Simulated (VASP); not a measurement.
# SeO (Cmcm) in VASP: notebook

Runs on SeO. Level: PBE. Tasks: single point.

Everything below comes from runs of VASP 6.6.1. Logs are shortened: lines on timing, memory, paths and dates and some standing lists are left out, and cuts for length are marked.

## Step 1: The cell of the first run

Symmetry: Cmcm, No. 63, orthorhombic system. Conventional cell: a = 2.932 Å, b = 8.294 Å, c = 5.649 Å, α = 90.00°, β = 90.00°, γ = 90.00°. Se (site symmetry m2m) has 1 O at 1.66 Å within 2.2 Å. Within 2.2 Å of O (site symmetry m2m) lie 1 Se at 1.66 Å.

## Step 2: Single point, PBE

File INCAR:

```
SYSTEM = SeO
PREC = Accurate
ENCUT = 520
EDIFF = 1E-6
ISMEAR = 0
SIGMA = 0.1
LREAL = .FALSE.
LASPH = .TRUE.
NELM = 60
ALGO = Normal
ISIF = 2
LWAVE = .FALSE.
LCHARG = .FALSE.
GGA = PE
NBANDS = 20
```

File KPOINTS:

```
regular mesh
0
G
  16 16 8
  0 0 0
```

File POSCAR:

```
SeO
1.0
    1.4662055107     -4.1472015619      0.0000000000
    1.4662055107      4.1472015619      0.0000000000
    0.0000000000      0.0000000000      5.6489154517
Se O
2 2
Direct
    0.9526607889      0.0473392111      0.7500000000
    0.0473392111      0.9526607889      0.2500000000
    0.7527362833      0.2472637167      0.7500000000
    0.2472637167      0.7527362833      0.2500000000
```

Potentials or basis: VASP PAW PBE potentials, release 64 (Se, O).

The run is started by

```bash
cat potpaw_PBE.64/Se/POTCAR potpaw_PBE.64/O/POTCAR > POTCAR
mpirun -np 1 vasp_std > vasp.out
```

OUTCAR:

```text
SYSTEM = SeO
   PREC = Accurate
   ENCUT = 520
   EDIFF = 1E-6
   ISMEAR = 0
   LREAL = .FALSE.
   LASPH = .TRUE.
   NELM = 60
   ISIF = 2
   GGA = PE

 ion  position               nearest neighbor table
   1  0.953  0.047  0.750-   3 1.66
   2  0.047  0.953  0.250-   4 1.66
   3  0.753  0.247  0.750-   1 1.66
   4  0.247  0.753  0.250-   2 1.66

  LATTYP: Found a base centered orthorhombic cell.
 ALAT       =     2.9324110214
 B/A-ratio  =     2.8285267868
 C/A-ratio  =     1.9263723300

  Lattice vectors:

 A1 = (   1.4662055107,  -4.1472015619,   0.0000000000)
 A2 = (   1.4662055107,   4.1472015619,   0.0000000000)
 A3 = (   0.0000000000,   0.0000000000,   5.6489154517)

Analysis of symmetry for initial positions (statically):
=====================================================================
 Subroutine PRICEL returns:
 Original cell was already a primitive cell.

 Routine SETGRP: Setting up the symmetry group for a
 base centered orthorhombic supercell.

 Subroutine GETGRP returns: Found  8 space group operations
 (whereof  4 operations were pure point group operations)
 out of a pool of  8 trial point group operations.

The static configuration has the point symmetry C_2h.
 The point group associated with its full space group is D_2h.

Analysis of symmetry for dynamics (positions and initial velocities):
=====================================================================
 Subroutine PRICEL returns:
 Original cell was already a primitive cell.

 Routine SETGRP: Setting up the symmetry group for a
 base centered orthorhombic supercell.

 Subroutine GETGRP returns: Found  8 space group operations
 (whereof  4 operations were pure point group operations)
 out of a pool of  8 trial point group operations.

The dynamic configuration has the point symmetry C_2h.
 The point group associated with its full space group is D_2h.

 Subroutine INISYM returns: Found  8 space group operations
 (whereof  4 operations are pure point group operations),
 and found     1 'primitive' translations

----------------------------------------------------------------------------------------

                                     Primitive cell

  volume of cell :      68.6982

  direct lattice vectors                    reciprocal lattice vectors
     1.466205511 -4.147201562  0.000000000     0.341016315 -0.120563226  0.000000000
     1.466205511  4.147201562  0.000000000     0.341016315  0.120563226  0.000000000
     0.000000000  0.000000000  5.648915452     0.000000000  0.000000000  0.177025131

  length of vectors
     4.398754300  4.398754300  5.648915452     0.361701007  0.361701007  0.177025131

  position of ions in fractional coordinates (direct lattice)
     0.952660789  0.047339211  0.750000000
     0.047339211  0.952660789  0.250000000
     0.752736283  0.247263717  0.750000000
     0.247263717  0.752736283  0.250000000

  ion indices of the primitive-cell ions
   primitive index   ion index
                 1           1
                 2           2
                 3           3
                 4           4

----------------------------------------------------------------------------------------

 KPOINTS: regular mesh

Automatic generation of k-mesh.
 Grid dimensions read from file:
 generate k-points for:   16   16    8

 Generating k-lattice:

  Cartesian coordinates                     Fractional coordinates (reciprocal lattice)
     0.021313520 -0.007535202  0.000000000     0.062500000  0.000000000  0.000000000
     0.021313520  0.007535202  0.000000000     0.000000000  0.062500000  0.000000000
     0.000000000  0.000000000  0.022128141     0.000000000  0.000000000  0.125000000

  Length of vectors
     0.022606313  0.022606313  0.022128141

  Shift w.r.t. Gamma in fractional coordinates (k-lattice)
     0.000000000  0.000000000  0.000000000

 Subroutine IBZKPT returns following result:
 ===========================================

 Found    365 irreducible k-points:

 Following reciprocal coordinates:
            Coordinates               Weight
  0.000000  0.000000  0.000000      1.000000
  0.062500  0.000000  0.000000      4.000000
  0.125000  0.000000  0.000000      4.000000
  0.187500  0.000000  0.000000      4.000000
  0.250000  0.000000  0.000000      4.000000
  0.312500  0.000000  0.000000      4.000000
[... 16 lines left out ...]
 -0.125000  0.062500  0.000000      4.000000
 -0.062500  0.062500  0.000000      2.000000
 [... further k-points ...]
   k-points           NKPTS =    365   k-points in BZ     NKDIM =    365   number of bands    NBANDS=     20
   number of dos      NEDOS =    301   number of ions     NIONS =      4
   total plane-waves  NPLWV =  54432
   dimension x,y,z NGX =    36 NGY =   36 NGZ =   42
   dimension x,y,z NGXF=    72 NGYF=   72 NGZF=   84
   ions per type =               2   2
   NGX,Y,Z   is equivalent  to a cutoff of  13.61, 13.61, 12.36 a.u.
   NGXF,Y,Z  is equivalent  to a cutoff of  27.21, 27.21, 24.72 a.u.
 SYSTEM =  SeO
   PREC   = accura    normal or accurate (medium, high low for compatibility)
   ISTART =      0    job   : 0-new  1-cont  2-samecut
   ICHARG =      2    charge: 1-file 2-atom 10-const
   ISPIN  =      1    spin polarized calculation?
   LNONCOLLINEAR =      F non collinear calculations
   LSORBIT =      F    spin-orbit coupling
   LASPH  =      T    aspherical Exc in radial PAW
   ENCUT  =  520.0 eV  38.22 Ry    6.18 a.u.   8.18  8.18 10.50*2*pi/ulx,y,z
   NELM   =     60;   NELMIN=  2; NELMDL= -5     # of ELM steps
   EDIFF  = 0.1E-05   stopping-criterion for ELM
   LREAL  =      F    real-space projection
   EDIFFG = 0.1E-04   stopping-criterion for IOM
   NSW    =      0    number of steps for IOM
   IBRION =     -1    ionic relax: 0-MD 1-quasi-New 2-CG
   NFREE  =      0    steps in history (QN), initial steepest desc. (CG)
   ISIF   =      2    stress and relaxation
   ISYM   =      2    0-nonsym 1-usesym 2-fastsym
   POTIM  = 0.5000    time-step for ionic-motion
   TEBEG  =    0.0;   TEEND  =   0.0 temperature during run
   PSTRESS=    0.0 pullay stress
   NELECT =      24.0000    total number of electrons
   NUPDOWN=      -1.0000    fix difference up-down
   EMIN   =  10.00;   EMAX   =-10.00  energy-range for DOS
   EFERMI =   0.00;   METHOD = LEGACY
   ISMEAR =     0;   SIGMA  =   0.10  broadening in eV -4-tet -1-fermi 0-gaus
   EFERMI_NEDOS =   21; number of points for ismear=-14 and -15
   IALGO  =     38    algorithm
   IMIX   =      4    mixing-type and parameters
     AMIX     =   0.40;   BMIX     =  1.00
     AMIX_MAG =   1.60;   BMIX_MAG =  1.00
  volume/ion in A,a.u.               =      17.17       115.90
  Fermi-wavevector in a.u.,A,eV,Ry     =   1.153002  2.178859 18.087784  1.329415
  Thomas-Fermi vector in A             =   2.289650
   LORBIT       =      0    0 simple, 1 ext, 2 COOP (PROOUT), +10 PAW based schemes
   GGA     = PE    functional components
   LHFCALC =     F    Hartree Fock is set to
   AEXX    =    0.0000 exact exchange contribution
   IVDW    =     0    specifies the selected vdW correction
   LEPSILON=     F    determine dielectric tensor
   LRPA    =     F    only Hartree local field effects (RPA)
 non-spin polarized calculation
 Gauss-broadening in eV      SIGMA  =   0.10
  energy-cutoff  :      520.00
  volume of cell :       68.70
 maximum number of plane-waves:      1883
 NGX is ok and might be reduce to    36
   NGX = 17   NGY = 17   NGZ = 21

 number of electron      23.9999993 magnetization

 Free energy of the ion-electron system (eV)
  ---------------------------------------------------
  ext. energy  EPLUGINS =         0.00000000
  ---------------------------------------------------
  free energy    TOTEN  =       -17.91669617 eV

  energy without entropy =      -17.90979909  energy(sigma->0) =      -17.91324763

 E-fermi :   2.7096     XC(G=0):  -9.5573

 val. band max:        2.7082498529   @ k =   0.1250   0.1250   0.0000
 cond. band min:       2.7106421187   @ k =   0.5000   0.1875   0.0000
 fundamental gap:      0.0023922658
 Fermi energy:         2.7096133614

 k-point     1 :       0.0000    0.0000    0.0000
  band No.  band energies     occupation
      1     -17.5438      2.00000
      2     -17.1163      2.00000
      3      -9.8336      2.00000
      4      -8.4239      2.00000
      5      -3.8432      2.00000
      6      -3.5702      2.00000
[... 12 lines left out ...]
     19      12.7834      0.00000
     20      13.8469      0.00000

 k-point     2 :       0.0625    0.0000    0.0000
  band No.  band energies     occupation
      1     -17.5214      2.00000
      2     -17.1012      2.00000
      3      -9.8179      2.00000
      4      -8.4072      2.00000
      5      -3.7951      2.00000
      6      -3.5492      2.00000
[... 12 lines left out ...]
     19      13.0075      0.00000
     20      14.1433      0.00000

 k-point     3 :       0.1250    0.0000    0.0000
  band No.  band energies     occupation
      1     -17.4568      2.00000
      2     -17.0588      2.00000
      3      -9.7696      2.00000
      4      -8.3571      2.00000
      5      -3.6536      2.00000
      6      -3.4555      2.00000
[... 12 lines left out ...]
     19      13.3509      0.00000
     20      13.6551      0.00000

 k-point     4 :       0.1875    0.0000    0.0000
  band No.  band energies     occupation
      1     -17.3572      2.00000
      2     -16.9954      2.00000
      3      -9.6866      2.00000
      4      -8.2729      2.00000
      5      -3.4273      2.00000
      6      -3.2973      2.00000
[... 12 lines left out ...]
     19      12.5557      0.00000
     20      14.4933      0.00000

 k-point     5 :       0.2500    0.0000    0.0000
  band No.  band energies     occupation
      1     -17.2346      2.00000
      2     -16.9215      2.00000
      3      -9.5692      2.00000
      4      -8.1572      2.00000
      5      -3.1327      2.00000
      6      -3.1271      2.00000
[... 12 lines left out ...]
     19      12.8722      0.00000
     20      14.5061      0.00000
[... 353 lines left out ...]
      6      -3.0461      2.00000
[... 12 lines left out ...]
     19      12.5850      0.00000
     20      14.5619      0.00000

 k-point    22 :      -0.1875    0.0625    0.0000
  band No.  band energies     occupation
      1     -17.4314      2.00000
      2     -17.0521      2.00000
      3      -9.9187      2.00000
      4      -8.4849      2.00000
      5      -3.5851      2.00000
      6      -3.2763      2.00000
[... 12 lines left out ...]
     19      13.4016      0.00000
     20      13.6499      0.00000

 k-point    23 :      -0.1250    0.0625    0.0000
  band No.  band energies     occupation
      1     -17.5035      2.00000
      2     -17.0961      2.00000
      3      -9.9279      2.00000
      4      -8.5009      2.00000
      5      -3.7485      2.00000
      6      -3.4547      2.00000
[... 12 lines left out ...]
     19      12.9470      0.00000
     20      14.2145      0.00000

 k-point    24 :      -0.0625    0.0625    0.0000
  band No.  band energies     occupation
      1     -17.5346      2.00000
      2     -17.1135      2.00000
      3      -9.8916      2.00000
      4      -8.4728      2.00000
      5      -3.8197      2.00000
      6      -3.5504      2.00000
[... 12 lines left out ...]
     19      12.7401      0.00000
     20      13.8828      0.00000

 [... further k-points ...]
[... 5 lines left out ...]
  --------------------------------------------------------------------------------------
  -------------------------------------------------------------------------------------
  Total       -0.0470116      0.9404083     -0.0535425      0.0000000     -0.0000000      0.0000000
  in kB       -1.0964034     21.9321883     -1.2487167      0.0000000     -0.0000000      0.0000000
  external PRESSURE =       6.5290227 kB  Pullay stress =       0.0000000 kB

 VOLUME and BASIS-vectors are now :
 -----------------------------------------------------------------------------
  energy-cutoff  :      520.00
  volume of cell :       68.70
      direct lattice vectors                 reciprocal lattice vectors
     1.466205511 -4.147201562  0.000000000     0.341016315 -0.120563226  0.000000000
     1.466205511  4.147201562  0.000000000     0.341016315  0.120563226  0.000000000
     0.000000000  0.000000000  5.648915452     0.000000000  0.000000000  0.177025131

 POSITION                                       TOTAL-FORCE (eV/Angst)
 -----------------------------------------------------------------------------------
      1.46621     -3.75455      4.23669         0.000000     -0.316017      0.000000
      1.46621      3.75455      1.41223         0.000000      0.316017      0.000000
      1.46621     -2.09630      4.23669         0.000000      0.321883     -0.000000
      1.46621      2.09630      1.41223         0.000000     -0.321883      0.000000
 -----------------------------------------------------------------------------------
    total drift:                                0.000000     -0.000000     -0.000000

  FREE ENERGIE OF THE ION-ELECTRON SYSTEM (eV)
  ---------------------------------------------------
  free  energy   TOTEN  =       -17.9166961677 eV

  energy  without entropy=      -17.9097990891  energy(sigma->0) =      -17.91324763
```

Wall time 4.9 min (1 thread of Intel Xeon 6975P-C (Granite Rapids), shared host); peak memory 0.54 GiB.

Results:

| Quantity | Value |
| --- | --- |
| Free energy | -17.9167 eV |
| Pressure | 0.7 GPa |
| Largest force | 0.322 eV/Å |
| Band gap on the k mesh | zero (bands 12 and 13 overlap by 3.51 eV) |

Forces in eV/Å, atoms in the order of the input:
```
Se   0.000 -0.316  0.000
Se   0.000  0.316  0.000
O    0.000  0.322  0.000
O    0.000 -0.322  0.000
```

Stress tensor (GPa, compression positive):
```
-0.11  0.00  0.00
 0.00  2.19  0.00
 0.00  0.00 -0.12
```

[end of part 1 of 2]

The gap in the log of VASP goes by the Fermi energy; the results here count the filled bands.